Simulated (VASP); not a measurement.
# CaS2 (R-3m) in VASP: single point with PBE+D3(BJ)

Aim: the single point of CaS2 with PBE+D3(BJ).

All numbers are computed with VASP 6.6.1; they aren't measurements. Logs are shortened: lines on timing, memory, paths and dates and some standing lists are left out, and cuts for length are marked.

### Step 1. The cell of the first run

The structure is trigonal, space group R-3m (No. 166). The conventional cell has a = 4.583 Å, b = 4.583 Å, c = 11.347 Å, α = 90.00°, β = 90.00°, γ = 120.00°. Within 3.7 Å of Ca (site symmetry -3m) lie 8 S at 2.81 to 2.83 Å. S (site symmetry 3m) has 4 Ca at 2.81 to 2.83 Å and 6 S at 3.24 to 3.26 Å within 3.7 Å.

### Step 2. Single point, PBE+D3(BJ)

INCAR reads:

```
PREC     = Accurate       # precision mode
ENCUT    = 520            # plane-wave cutoff, eV
EDIFF    = 1E-7           # SCF threshold, eV
ISMEAR   = 0              # smearing method
SIGMA    = 0.1            # smearing width, eV
LREAL    = F              # projectors in reciprocal space
LASPH    = T              # aspherical terms in the spheres
NELM     = 80             # most SCF steps
ALGO     = Normal         # electronic algorithm
ISIF     = 2              # what is computed and relaxed
LWAVE    = F              # write WAVECAR
LCHARG   = T              # write CHGCAR
GGA      = PE             # functional
IVDW     = 12             # dispersion correction
LELF     = T              # ELF
LVHAR    = T            
NBANDS   = 18             # bands
```

KPOINTS reads:

```
regular mesh
0
Gamma
  6 6 6
```

POSCAR reads:

```
CaS2
1.0
    2.2915903345      1.3230502965      3.7821845116
   -2.2915903345      1.3230502965      3.7821845116
    0.0000000000     -2.6461005930      3.7821845116
Ca S
1 2
Direct
    0.0000000000      0.0000000000      0.0000000000
    0.7509069057      0.7509069057      0.7509069057
    0.2490930943      0.2490930943      0.2490930943
```

Potentials or basis: VASP PAW PBE potentials, release 64 (Ca_sv, S).

The run is started by

```console
> cat potpaw_PBE.64/Ca_sv/POTCAR potpaw_PBE.64/S/POTCAR > POTCAR
> mpirun -np 1 vasp_std > vasp.out
```

OUTCAR:

```text
PREC = Accurate
   ENCUT = 520
   EDIFF = 1E-7
   ISMEAR = 0
   LREAL = F
   LASPH = T
   NELM = 80
   ISIF = 2
   GGA = PE
   IVDW = 12
 IVDW          = 12

 ion  position               nearest neighbor table
   1  0.000  0.000  0.000-   2 2.81   2 2.81   3 2.81   3 2.81   2 2.81   3 2.81   3 2.83   2 2.83

   2  0.751  0.751  0.751-   1 2.81   1 2.81   1 2.81   1 2.83
   3  0.249  0.249  0.249-   1 2.81   1 2.81   1 2.81   1 2.83

  LATTYP: Found a trigonal (rhomboedric) cell.
 ALAT       =     4.6159254790
 COS(alpha) =     0.5070687160

  Lattice vectors:

 A1 = (   2.2915903345,   1.3230502965,   3.7821845116)
 A2 = (  -2.2915903345,   1.3230502965,   3.7821845116)
 A3 = (   0.0000000000,  -2.6461005930,   3.7821845116)

Analysis of symmetry for initial positions (statically):
=====================================================================
 Subroutine PRICEL returns:
 Original cell was already a primitive cell.

 Routine SETGRP: Setting up the symmetry group for a
 trigonal (rhombohedral) supercell.

 Subroutine GETGRP returns: Found 12 space group operations
 (whereof 12 operations were pure point group operations)
 out of a pool of 12 trial point group operations.

The static configuration has the point symmetry D_3d.

Analysis of symmetry for dynamics (positions and initial velocities):
=====================================================================
 Subroutine PRICEL returns:
 Original cell was already a primitive cell.

 Routine SETGRP: Setting up the symmetry group for a
 trigonal (rhombohedral) supercell.

 Subroutine GETGRP returns: Found 12 space group operations
 (whereof 12 operations were pure point group operations)
 out of a pool of 12 trial point group operations.

The dynamic configuration has the point symmetry D_3d.

 Subroutine INISYM returns: Found 12 space group operations
 (whereof 12 operations are pure point group operations),
 and found     1 'primitive' translations

----------------------------------------------------------------------------------------

                                     Primitive cell

  volume of cell :      68.8030

  direct lattice vectors                    reciprocal lattice vectors
     2.291590334  1.323050296  3.782184512     0.218189086  0.125971527  0.088132489
    -2.291590334  1.323050296  3.782184512    -0.218189086  0.125971527  0.088132489
     0.000000000 -2.646100593  3.782184512     0.000000000 -0.251943055  0.088132489

  length of vectors
     4.615925479  4.615925479  4.615925479     0.266913166  0.266913166  0.266913166

  position of ions in fractional coordinates (direct lattice)
     0.000000000  0.000000000  0.000000000
     0.750906906  0.750906906  0.750906906
     0.249093094  0.249093094  0.249093094

  ion indices of the primitive-cell ions
   primitive index   ion index
                 1           1
                 2           2
                 3           3

----------------------------------------------------------------------------------------

 KPOINTS: regular mesh

Automatic generation of k-mesh.
 Grid dimensions read from file:
 generate k-points for:    6    6    6

 Generating k-lattice:

  Cartesian coordinates                     Fractional coordinates (reciprocal lattice)
     0.036364848  0.020995255  0.014688748     0.166666667 -0.000000000 -0.000000000
    -0.036364848  0.020995255  0.014688748    -0.000000000  0.166666667 -0.000000000
     0.000000000 -0.041990509  0.014688748    -0.000000000 -0.000000000  0.166666667

  Length of vectors
     0.044485528  0.044485528  0.044485528

  Shift w.r.t. Gamma in fractional coordinates (k-lattice)
     0.000000000  0.000000000  0.000000000

 Subroutine IBZKPT returns following result:
 ===========================================

 Found     32 irreducible k-points:

 Following reciprocal coordinates:
            Coordinates               Weight
  0.000000  0.000000  0.000000      1.000000
  0.166667  0.000000 -0.000000      6.000000
  0.333333  0.000000 -0.000000      6.000000
  0.500000  0.000000 -0.000000      3.000000
  0.166667  0.166667 -0.000000      6.000000
  0.333333  0.166667 -0.000000     12.000000
[... 16 lines left out ...]
  0.500000  0.500000  0.166667      6.000000
 -0.333333  0.500000  0.166667     12.000000
 [... further k-points ...]
   k-points           NKPTS =     32   k-points in BZ     NKDIM =     32   number of bands    NBANDS=     18
   number of dos      NEDOS =    301   number of ions     NIONS =      3
   total plane-waves  NPLWV =  46656
   dimension x,y,z NGX =    36 NGY =   36 NGZ =   36
   dimension x,y,z NGXF=    72 NGYF=   72 NGZF=   72
   ions per type =               1   2
   NGX,Y,Z   is equivalent  to a cutoff of  12.97, 12.97, 12.97 a.u.
   NGXF,Y,Z  is equivalent  to a cutoff of  25.93, 25.93, 25.93 a.u.
 SYSTEM =  unknown system
   PREC   = accura    normal or accurate (medium, high low for compatibility)
   ISTART =      0    job   : 0-new  1-cont  2-samecut
   ICHARG =      2    charge: 1-file 2-atom 10-const
   ISPIN  =      1    spin polarized calculation?
   LNONCOLLINEAR =      F non collinear calculations
   LSORBIT =      F    spin-orbit coupling
   LASPH  =      T    aspherical Exc in radial PAW
   ENCUT  =  520.0 eV  38.22 Ry    6.18 a.u.   8.58  8.58  8.58*2*pi/ulx,y,z
   NELM   =     80;   NELMIN=  2; NELMDL= -5     # of ELM steps
   EDIFF  = 0.1E-06   stopping-criterion for ELM
   LREAL  =      F    real-space projection
   EDIFFG = 0.1E-05   stopping-criterion for IOM
   NSW    =      0    number of steps for IOM
   IBRION =     -1    ionic relax: 0-MD 1-quasi-New 2-CG
   NFREE  =      0    steps in history (QN), initial steepest desc. (CG)
   ISIF   =      2    stress and relaxation
   ISYM   =      2    0-nonsym 1-usesym 2-fastsym
   POTIM  = 0.5000    time-step for ionic-motion
   TEBEG  =    0.0;   TEEND  =   0.0 temperature during run
   PSTRESS=    0.0 pullay stress
   NELECT =      22.0000    total number of electrons
   NUPDOWN=      -1.0000    fix difference up-down
   EMIN   =  10.00;   EMAX   =-10.00  energy-range for DOS
   EFERMI =   0.00;   METHOD = LEGACY
   ISMEAR =     0;   SIGMA  =   0.10  broadening in eV -4-tet -1-fermi 0-gaus
   EFERMI_NEDOS =   21; number of points for ismear=-14 and -15
   IALGO  =     38    algorithm
   IMIX   =      4    mixing-type and parameters
     AMIX     =   0.40;   BMIX     =  1.00
     AMIX_MAG =   1.60;   BMIX_MAG =  1.00
  volume/ion in A,a.u.               =      22.93       154.77
  Fermi-wavevector in a.u.,A,eV,Ry     =   1.119472  2.115496 17.051064  1.253218
  Thomas-Fermi vector in A             =   2.256111
   LORBIT       =      0    0 simple, 1 ext, 2 COOP (PROOUT), +10 PAW based schemes
   GGA     = PE    functional components
   LHFCALC =     F    Hartree Fock is set to
   AEXX    =    0.0000 exact exchange contribution
   IVDW    =    12    specifies the selected vdW correction
   LEPSILON=     F    determine dielectric tensor
   LRPA    =     F    only Hartree local field effects (RPA)
 non-spin polarized calculation
 Gauss-broadening in eV      SIGMA  =   0.10
  energy-cutoff  :      520.00
  volume of cell :       68.80
 maximum number of plane-waves:      1880
 NGX is ok and might be reduce to    36
   NGX = 17   NGY = 17   NGZ = 17

 number of electron      22.0000002 magnetization

 Free energy of the ion-electron system (eV)
  ---------------------------------------------------
  ext. energy  EPLUGINS =         0.00000000
  ---------------------------------------------------
  free energy    TOTEN  =       -12.44617733 eV

  energy without entropy =      -12.42628757  energy(sigma->0) =      -12.43623245

 E-fermi :   2.7837     XC(G=0):  -9.2240

 val. band max:        2.7753856350   @ k =   0.5000   0.3333  -0.0000
 cond. band min:       2.7978509709   @ k =  -0.3333  -0.3333   0.1667
 fundamental gap:      0.0224653359
 Fermi energy:         2.7837349572

 k-point     1 :       0.0000    0.0000    0.0000
  band No.  band energies     occupation
      1     -36.3614      2.00000
      2     -17.4201      2.00000
      3     -17.4175      2.00000
      4     -17.4175      2.00000
      5      -9.7758      2.00000
      6      -7.4306      2.00000
[... 10 lines left out ...]
     17       9.7415      0.00000
     18       9.7415      0.00000

 k-point     2 :       0.1667    0.0000   -0.0000
  band No.  band energies     occupation
      1     -36.3607      2.00000
      2     -17.4384      2.00000
      3     -17.4220      2.00000
      4     -17.4198      2.00000
      5      -9.5998      2.00000
      6      -7.6261      2.00000
[... 10 lines left out ...]
     17       9.6848      0.00000
     18       9.7578      0.00000

 k-point     3 :       0.3333    0.0000   -0.0000
  band No.  band energies     occupation
      1     -36.3594      2.00000
      2     -17.4786      2.00000
      3     -17.4263      2.00000
      4     -17.4243      2.00000
      5      -9.1609      2.00000
      6      -8.0658      2.00000
[... 10 lines left out ...]
     17       9.9565      0.00000
     18      11.2116      0.00000

 k-point     4 :       0.5000    0.0000   -0.0000
  band No.  band energies     occupation
      1     -36.3588      2.00000
      2     -17.4981      2.00000
      3     -17.4285      2.00000
      4     -17.4266      2.00000
      5      -8.7454      2.00000
      6      -8.4642      2.00000
[... 375 lines left out ...]
      4     -17.4325      2.00000
      5      -8.8760      2.00000
      6      -8.2340      2.00000
[... 10 lines left out ...]
     17       9.6917      0.00000
     18      11.1627      0.00000

 k-point    23 :       0.5000    0.5000    0.1667
  band No.  band energies     occupation
      1     -36.3582      2.00000
      2     -17.4936      2.00000
      3     -17.4473      2.00000
      4     -17.4351      2.00000
      5      -8.7368      2.00000
      6      -8.2960      2.00000
[... 10 lines left out ...]
     17       9.3526      0.00000
     18      11.1550      0.00000

 k-point    24 :      -0.3333    0.5000    0.1667
  band No.  band energies     occupation
      1     -36.3579      2.00000
      2     -17.4891      2.00000
      3     -17.4559      2.00000
      4     -17.4394      2.00000
      5      -8.6088      2.00000
      6      -8.3895      2.00000
[... 10 lines left out ...]
     17       9.4194      0.00000
     18      11.4590      0.00000

 [... further k-points ...]

------------------------ aborting loop because EDIFF is reached ----------------------------------------

 Edisp (eV)   -0.92392

 E8    (eV) :    -0.3836

  FORCE on cell =-STRESS in cart. coord.  units (eV):
  Direction    XX          YY          ZZ          XY          YZ          ZX
  --------------------------------------------------------------------------------------
  -------------------------------------------------------------------------------------
  Total       0.14149     0.14149     0.06908    -0.00000     0.00000     0.00000
  in kB       3.29472     3.29472     1.60854    -0.00000     0.00000     0.00000
  external pressure =        2.73 kB  Pullay stress =        0.00 kB

 VOLUME and BASIS-vectors are now :
 -----------------------------------------------------------------------------
  energy-cutoff  :      520.00
  volume of cell :       68.80
      direct lattice vectors                 reciprocal lattice vectors
     2.291590334  1.323050296  3.782184512     0.218189086  0.125971527  0.088132489
    -2.291590334  1.323050296  3.782184512    -0.218189086  0.125971527  0.088132489
     0.000000000 -2.646100593  3.782184512     0.000000000 -0.251943055  0.088132489

 POSITION                                       TOTAL-FORCE (eV/Angst)
 -----------------------------------------------------------------------------------
      0.00000      0.00000      0.00000        -0.000000     -0.000000      0.000000
      0.00000      0.00000      8.52021         0.000000     -0.000000     -0.012053
      0.00000      0.00000      2.82635         0.000000      0.000000      0.012053
 -----------------------------------------------------------------------------------
    total drift:                                0.000000     -0.000000      0.000000

  FREE ENERGIE OF THE ION-ELECTRON SYSTEM (eV)
  ---------------------------------------------------
  free  energy   TOTEN  =       -13.3700966243 eV

  energy  without entropy=      -13.3502068556  energy(sigma->0) =      -13.36015174
```

Run time: 53 s. Hardware: 1 thread of Intel Xeon 8259CL, shared host; peak memory 0.23 GiB.

Results:

| Quantity | Value |
| --- | --- |
| Free energy | -13.3701 eV |
| Pressure | 0.3 GPa |
| Largest force | 0.012 eV/Å |
| Band gap on the k mesh | zero (bands 11 and 12 overlap by 1.56 eV) |
| Dispersion energy per atom | -0.308 eV |

Forces in eV/Å, atoms in the order of the input:
```
Ca   0.000  0.000  0.000
S    0.000  0.000 -0.012
S    0.000  0.000  0.012
```

Stress tensor (GPa, compression positive):
```
0.33 0.00 0.00
0.00 0.33 0.00
0.00 0.00 0.16
```

Levels at points of the mesh, in eV from the Fermi level:
```tsv
k point	band 7	band 8	band 9	band 10	band 11	band 12	band 13	band 14	band 15	band 16
(0.00, 0.00, 0.00)	-2.81	-2.77	-2.77	0.21	0.21	0.23	4.33	4.33	6.02	6.84
(0.50, 0.00, 0.00)	-2.02	-1.99	-1.73	-1.59	-1.32	-1.24	5.03	5.08	6.16	7.42
(0.50, 0.50, 0.00)	-4.05	-2.78	-2.74	0.15	0.18	1.07	3.77	5.82	6.06	6.47
(0.50, 0.50, 0.50)	-1.96	-1.96	-1.74	-1.56	-1.29	-1.29	5.02	5.02	6.07	7.40
```

The gap in the log of VASP goes by the Fermi energy; the results here count the filled bands.